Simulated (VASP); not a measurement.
# WS2 (P6_3/mmc) in VASP: notebook, part 2 of 2

VASP 6.6.1. The steps go on from the part before.

## Step 4: Single point, LDA (atoms shifted along a free coordinate)

Input file INCAR:

```
  PREC = Accurate
  ENCUT = 520
  EDIFF = 1E-6
  ISMEAR = 0
  SIGMA = 0.05
  LREAL = False
  LASPH = True
  NELM = 60
  ALGO = Normal
  ISIF = 2
  LWAVE = False
  LCHARG = False
  GGA = CA
  NBANDS = 35
```

Input file KPOINTS:

```
Automatic mesh
0
Gamma
  12 12 4
```

Input file POSCAR:

```
WS2
1.0
    3.1541676745      0.0000000000      0.0000000000
   -1.5770838372      2.7315893339      0.0000000000
    0.0000000000      0.0000000000     12.2592083320
W S
2 4
Direct
    0.3333333333      0.6666666667      0.2500000000
    0.6666666667      0.3333333333      0.7500000000
    0.3333333333      0.6666666667      0.6008596918
    0.6666666667      0.3333333333      0.1008596918
    0.3333333333      0.6666666667      0.8991403082
    0.6666666667      0.3333333333      0.3991403082
```

Potentials or basis: VASP PAW LDA potentials, release 64 (W_sv, S).

Run with:

```
cat potpaw_LDA.64/W_sv/POTCAR potpaw_LDA.64/S/POTCAR > POTCAR
mpirun -np 1 vasp_std > vasp.out
```

OUTCAR:

```text
PREC = Accurate
   ENCUT = 520
   EDIFF = 1E-6
   ISMEAR = 0
   LREAL = False
   LASPH = True
   NELM = 60
   ISIF = 2
   GGA = CA

 ion  position               nearest neighbor table
   1  0.333  0.667  0.250-   4 2.58   6 2.58   4 2.58   6 2.58   4 2.58   6 2.58
   2  0.667  0.333  0.750-   3 2.58   5 2.58   3 2.58   5 2.58   3 2.58   5 2.58
   3  0.333  0.667  0.601-   2 2.58   2 2.58   2 2.58
   4  0.667  0.333  0.101-   1 2.58   1 2.58   1 2.58
   5  0.333  0.667  0.899-   2 2.58   2 2.58   2 2.58
   6  0.667  0.333  0.399-   1 2.58   1 2.58   1 2.58

  LATTYP: Found a hexagonal cell.
 ALAT       =     3.1541676745
 C/A-ratio  =     3.8866698277

  Lattice vectors:

 A1 = (   3.1541676745,   0.0000000000,   0.0000000000)
 A2 = (  -1.5770838372,   2.7315893339,   0.0000000000)
 A3 = (   0.0000000000,   0.0000000000,  12.2592083320)

Analysis of symmetry for initial positions (statically):
=====================================================================
 Subroutine PRICEL returns:
 Original cell was already a primitive cell.

 Routine SETGRP: Setting up the symmetry group for a
 hexagonal supercell.

 Subroutine GETGRP returns: Found 24 space group operations
 (whereof 12 operations were pure point group operations)
 out of a pool of 24 trial point group operations.

The static configuration has the point symmetry D_3d.
 The point group associated with its full space group is D_6h.

Analysis of symmetry for dynamics (positions and initial velocities):
=====================================================================
 Subroutine PRICEL returns:
 Original cell was already a primitive cell.

 Routine SETGRP: Setting up the symmetry group for a
 hexagonal supercell.

 Subroutine GETGRP returns: Found 24 space group operations
 (whereof 12 operations were pure point group operations)
 out of a pool of 24 trial point group operations.

[... 131 lines left out ...]
  Fermi-wavevector in a.u.,A,eV,Ry     =   1.292672  2.442796 22.735354  1.671001
  Thomas-Fermi vector in A             =   2.424366
   LORBIT       =      0    0 simple, 1 ext, 2 COOP (PROOUT), +10 PAW based schemes
   GGA     = CA    functional components
   LHFCALC =     F    Hartree Fock is set to
   AEXX    =    0.0000 exact exchange contribution
   IVDW    =     0    specifies the selected vdW correction
   LEPSILON=     F    determine dielectric tensor
   LRPA    =     F    only Hartree local field effects (RPA)
 non-spin polarized calculation
 Gauss-broadening in eV      SIGMA  =   0.05
  energy-cutoff  :      520.00
  volume of cell :      105.62
 maximum number of plane-waves:      2860
 NGX is ok and might be reduce to    24
   NGX = 11   NGY = 11   NGZ = 45

 number of electron      51.9999992 magnetization

 Free energy of the ion-electron system (eV)
  ---------------------------------------------------
  ext. energy  EPLUGINS =         0.00000000
  ---------------------------------------------------
  free energy    TOTEN  =       -50.04877133 eV

  energy without entropy =      -50.04877133  energy(sigma->0) =      -50.04877133

 E-fermi :   7.2905     XC(G=0): -11.5298

 val. band max:        7.1036881535   @ k =   0.3333   0.3333   0.0000
 cond. band min:       7.4841160338   @ k =   0.1667   0.1667   0.0000
 fundamental gap:      0.3804278803
 Fermi energy:         7.2904527424

 k-point     1 :       0.0000    0.0000    0.0000
  band No.  band energies     occupation
      1     -66.9291      2.00000
      2     -66.9291      2.00000
      3     -31.3646      2.00000
      4     -31.3646      2.00000
      5     -31.1265      2.00000
      6     -31.1265      2.00000
[... 901 lines left out ...]
     34      10.6772      0.00000
     35      12.0157      0.00000

 [... further k-points ...]

------------------------ aborting loop because EDIFF is reached ----------------------------------------

  FORCE on cell =-STRESS in cart. coord.  units (eV):
  Direction    XX          YY          ZZ          XY          YZ          ZX
  --------------------------------------------------------------------------------------
  -------------------------------------------------------------------------------------
  Total       -9.4177183     -9.4177183    -26.2634704     -0.0000000      0.0000000      0.0000000
  in kB     -142.8544151   -142.8544151   -398.3823454     -0.0000000      0.0000000      0.0000000
  external PRESSURE =    -228.0303919 kB  Pullay stress =       0.0000000 kB

 VOLUME and BASIS-vectors are now :
 -----------------------------------------------------------------------------
  energy-cutoff  :      520.00
  volume of cell :      105.62
      direct lattice vectors                 reciprocal lattice vectors
     3.154167675  0.000000000  0.000000000     0.317040850  0.183043620  0.000000000
    -1.577083837  2.731589334  0.000000000     0.000000000  0.366087240  0.000000000
     0.000000000  0.000000000 12.259208332     0.000000000  0.000000000  0.081571336

 POSITION                                       TOTAL-FORCE (eV/Angst)
 -----------------------------------------------------------------------------------
     -0.00000      1.82106      3.06480        -0.000000      0.000000     -0.000000
      1.57708      0.91053      9.19441         0.000000     -0.000000     -0.000000
     -0.00000      1.82106      7.36606        -0.000000     -0.000000      3.991367
      1.57708      0.91053      1.23646         0.000000     -0.000000      3.991367
     -0.00000      1.82106     11.02275        -0.000000      0.000000     -3.991367
      1.57708      0.91053      4.89314        -0.000000      0.000000     -3.991367
 -----------------------------------------------------------------------------------
    total drift:                               -0.000000      0.000000     -0.000000

  FREE ENERGIE OF THE ION-ELECTRON SYSTEM (eV)
  ---------------------------------------------------
  free  energy   TOTEN  =       -50.0487713294 eV

  energy  without entropy=      -50.0487713292  energy(sigma->0) =      -50.04877133
```

OSZICAR:

```text
N       E                     dE             d eps       ncg     rms          rms(c)
DAV:   1     0.492748010619E+03    0.49275E+03   -0.28237E+04  4310   0.148E+03
DAV:   2    -0.200396946384E+02   -0.51279E+03   -0.49555E+03  4558   0.406E+02
DAV:   3    -0.524592297604E+02   -0.32420E+02   -0.31460E+02  4990   0.943E+01
DAV:   4    -0.533049714001E+02   -0.84574E+00   -0.84027E+00  4879   0.153E+01
DAV:   5    -0.533200075412E+02   -0.15036E-01   -0.15023E-01  4928   0.223E+00    0.284E+01
DAV:   6    -0.512806001851E+02    0.20394E+01   -0.11606E+01  4808   0.222E+01    0.131E+01
DAV:   7    -0.507209739053E+02    0.55963E+00   -0.96230E+00  4615   0.151E+01    0.693E+00
DAV:   8    -0.500484372842E+02    0.67254E+00   -0.12615E+00  4612   0.717E+00    0.251E+00
DAV:   9    -0.500569097605E+02   -0.84725E-02   -0.16449E-01  4713   0.196E+00    0.121E+00
DAV:  10    -0.500495552044E+02    0.73546E-02   -0.38488E-02  4517   0.133E+00    0.475E-01
DAV:  11    -0.500488731095E+02    0.68209E-03   -0.35952E-03  4501   0.358E-01    0.955E-02
DAV:  12    -0.500487712506E+02    0.10186E-03   -0.26699E-04  4761   0.802E-02    0.323E-02
DAV:  13    -0.500487731074E+02   -0.18568E-05   -0.54150E-05  4235   0.304E-02    0.423E-02
DAV:  14    -0.500487720151E+02    0.10923E-05   -0.66091E-06  3878   0.112E-02    0.286E-02
DAV:  15    -0.500487713294E+02    0.68569E-06   -0.93586E-07  2307   0.570E-03
   1 F= -.50048771E+02 E0= -.50048771E+02  d E =-.175111E-09
```

stdout:

```text
POSCAR found type information on POSCAR W S
 POSCAR found :  2 types and       6 ions
 scaLAPACK will be used
 LDA part: xc-table for (Slater(with rela. corr.)+CA(PZ))
 , standard interpolation
 POSCAR, INCAR and KPOINTS ok, starting setup
 FFT: planning ... GRIDC
 FFT: planning ... GRID_SOFT
 FFT: planning ... GRID
 WAVECAR not read
 entering main loop
```

Run time: 1.9 min. Hardware: 1 thread of Intel Xeon Platinum 8488C (Sapphire Rapids), shared host; peak memory 0.29 GiB.

What came out:

```
Free energy            : -50.0488 eV
Pressure               : -22.8 GPa
Largest force          : 3.991 eV/Å
Band gap on the k mesh : 0.38 eV (least direct gap 0.97 eV)
```

Forces in eV/Å, atoms in the order of the input:
```
W    0.000  0.000  0.000
W    0.000  0.000  0.000
S    0.000  0.000  3.991
S    0.000  0.000  3.991
S    0.000  0.000 -3.991
S    0.000  0.000 -3.991
```

Levels at points of the mesh, in eV from the valence-band top:
| k point | band 22 | band 23 | band 24 | band 25 | band 26 | band 27 | band 28 | band 29 | band 30 | band 31 |
| --- | --- | --- | --- | --- | --- | --- | --- | --- | --- | --- |
| (0.00, 0.00, 0.00) | -0.89 | -0.68 | -0.68 | -0.68 | -0.15 | 1.85 | 1.85 | 2.34 | 2.34 | 2.40 |
| (0.50, 0.00, 0.00) | -2.41 | -1.46 | -1.24 | -1.23 | -0.47 | 2.08 | 2.47 | 2.82 | 2.83 | 2.88 |
| (0.00, 0.00, 0.50) | -0.79 | -0.79 | -0.79 | -0.29 | -0.29 | 2.05 | 2.05 | 2.05 | 2.05 | 2.52 |
| (0.50, 0.00, 0.50) | -2.60 | -1.30 | -1.30 | -0.84 | -0.84 | 2.55 | 2.55 | 2.83 | 2.83 | 3.10 |

Caveat: the cell differs from its parent crystal (atoms shifted along a free coordinate); the stress differs along the axes, from -40 to -14 GPa; spin-orbit coupling is left out, which moves the levels of the heavy elements; forces of over 1 eV/Å act on the atoms, so gaps and moduli don't describe the material at rest. A k mesh can miss the band edges.

## Step 5: Single point, LDA (atoms shifted along a free coordinate)

Input file INCAR:

```
SYSTEM = WS2
  PREC = Accurate
  ENCUT = 520
  EDIFF = 1E-6
  ISMEAR = 0
  SIGMA = 0.05
  LREAL = .FALSE.
  LASPH = .TRUE.
  NELM = 80
  ALGO = Normal
  ISIF = 2
  LWAVE = .FALSE.
  LCHARG = .FALSE.
  GGA = CA
  NBANDS = 35
```

Input file KPOINTS:

```
Automatic mesh
0
G
  12 12 4
  0 0 0
```

Input file POSCAR:

```
WS2
1.0
    3.1541676745      0.0000000000      0.0000000000
   -1.5770838372      2.7315893339      0.0000000000
    0.0000000000      0.0000000000     12.2592083320
W S
2 4
Direct
    0.3333333333      0.6666666667      0.2500000000
    0.6666666667      0.3333333333      0.7500000000
    0.3333333333      0.6666666667      0.6282872193
    0.6666666667      0.3333333333      0.1282872193
    0.3333333333      0.6666666667      0.8717127807
    0.6666666667      0.3333333333      0.3717127807
```

Run with:

```
cat potpaw_LDA.64/W_sv/POTCAR potpaw_LDA.64/S/POTCAR > POTCAR
mpirun -np 1 vasp_std > vasp.out
```

Wall time 1.9 min (1 thread of Intel Xeon Platinum 8488C (Sapphire Rapids), shared host); peak memory 0.29 GiB.

It converged, with:

```
Free energy            : -52.3393 eV
Pressure               : 5.6 GPa
Largest force          : 1.412 eV/Å
Band gap on the k mesh : 0.69 eV (least direct gap 1.63 eV)
```

Forces in eV/Å, atoms in the order of the input:
```
W    0.000  0.000  0.000
W    0.000  0.000  0.000
S    0.000  0.000 -1.412
S    0.000  0.000 -1.412
S    0.000  0.000  1.412
S    0.000  0.000  1.412
```

Stress tensor (GPa, compression positive):
```
 2.43  0.00  0.00
 0.00  2.43  0.00
 0.00  0.00 11.82
```

Levels at points of the mesh, in eV from the valence-band top:
```
           k point  band 24  band 25  band 26  band 27  band 28  band 29
(0.00, 0.00, 0.00)    -1.63    -1.24     0.00     2.05     2.05     2.05
(0.50, 0.00, 0.00)    -2.26    -1.96    -1.78     1.89     1.94     2.38
(0.00, 0.00, 0.50)    -2.85    -0.34    -0.34     2.05     2.05     2.05
(0.50, 0.00, 0.50)    -2.34    -1.86    -1.86     1.91     1.91     2.48
```

Caveat: the cell differs from its parent crystal (atoms shifted along a free coordinate); the stress differs along the axes, from 2 to 12 GPa; spin-orbit coupling is left out, which moves the levels of the heavy elements; forces of over 1 eV/Å act on the atoms, so gaps and moduli don't describe the material at rest.

## Step 6: The runs side by side

```tsv
cell	gap on the mesh (eV)	pressure (GPa)	largest force (eV/Å)
a = 3.127, b = 3.127, c = 12.152 Å, angles 90.0, 90.0, 120.0°, 6 atoms, atomic positions A	0.85	0.4	0.04
a = 3.154, b = 3.154, c = 12.259 Å, angles 90.0, 90.0, 120.0°, 6 atoms, atomic positions B	0.79	-12.0	1.91
a = 3.154, b = 3.154, c = 12.259 Å, angles 90.0, 90.0, 120.0°, 6 atoms, atomic positions C	0.38	-22.8	3.99
a = 3.154, b = 3.154, c = 12.259 Å, angles 90.0, 90.0, 120.0°, 6 atoms, atomic positions D	0.69	5.6	1.41
```

Alike in all rows: task single point; level LDA; potentials or basis VASP PAW LDA potentials, release 64 (W_sv, S); no spin polarisation; k mesh 12 × 12 × 4; cutoff (eV) 520; smearing gaussian 0.05 eV.

Caveats: spin-orbit coupling is left out, which moves the levels of the heavy elements; forces of over 1 eV/Å act on the atoms, so gaps and moduli don't describe the material at rest (at least some runs); the stress differs along the axes, from -19 to -9 GPa (at least some runs); the stress differs along the axes, from -40 to -14 GPa (at least some runs); the stress differs along the axes, from 2 to 12 GPa (at least some runs).

Absolute energies hang on the potentials; compare differences alone.
